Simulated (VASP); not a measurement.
Sc:

```
Sc
1.0
     3.28000    0.00000    0.00000
    -1.64000    2.84056    0.00000
     0.00000    0.00000    5.35624
Sc
2
Direct
  0.33333 0.66667 0.25000
  0.66667 0.33333 0.75000
```

* Program: VASP 6.6.1
* Task: relaxation of cell and atoms
* Functional: r2SCAN
* Potentials or basis: VASP PAW PBE potentials, release 64 (Sc_sv)
* Cutoff: 600 eV
* k mesh: 8 × 8 × 4
* Occupations: methfessel-paxton, width 0.05 eV
* Spin: no spin polarisation

At the start: pressure 0.2 GPa; volume 24.95 Å³/atom.

Problem. How do energy, volume and symmetry change on relaxing?

Solution. Over 6 steps the energy falls by 9.2 meV/atom and the volume is 24.90 Å³/atom (-0.2 %); space group P6_3/mmc (No. 194, to 0.1 Å) before and after.

Step by step:
| step | energy change (eV) | largest force (eV/Å) | pressure (GPa) | volume (Å³) |
| --- | --- | --- | --- | --- |
| 1 | 0.0000 | 0.0000 | 0.20 | 49.90 |
| 2 | -0.0147 | 0.0000 | -0.33 | 50.12 |
| 3 | -0.0177 | 0.0000 | -0.52 | 50.26 |
| 4 | -0.0178 | 0.0000 | -0.49 | 50.24 |
| 5 | -0.0184 | 0.0000 | 0.17 | 49.64 |
| 6 | -0.0185 | 0.0000 | 0.00 | 49.79 |

Final structure:
```cif
data_structure
_symmetry_space_group_name_H-M 'P 1'
_symmetry_Int_Tables_number 1
_cell_length_a 3.3312
_cell_length_b 3.3312
_cell_length_c 5.1813
_cell_angle_alpha 90.000
_cell_angle_beta 90.000
_cell_angle_gamma 120.000
_cell_volume 49.79
loop_
_atom_site_label
_atom_site_type_symbol
_atom_site_fract_x
_atom_site_fract_y
_atom_site_fract_z
_atom_site_occupancy
Sc1 Sc 0.33333 0.66667 0.25000 1
Sc2 Sc 0.66667 0.33333 0.75000 1
```

Caveat: the PAW data sets were made with another functional, which shifts forces and pressure a little.
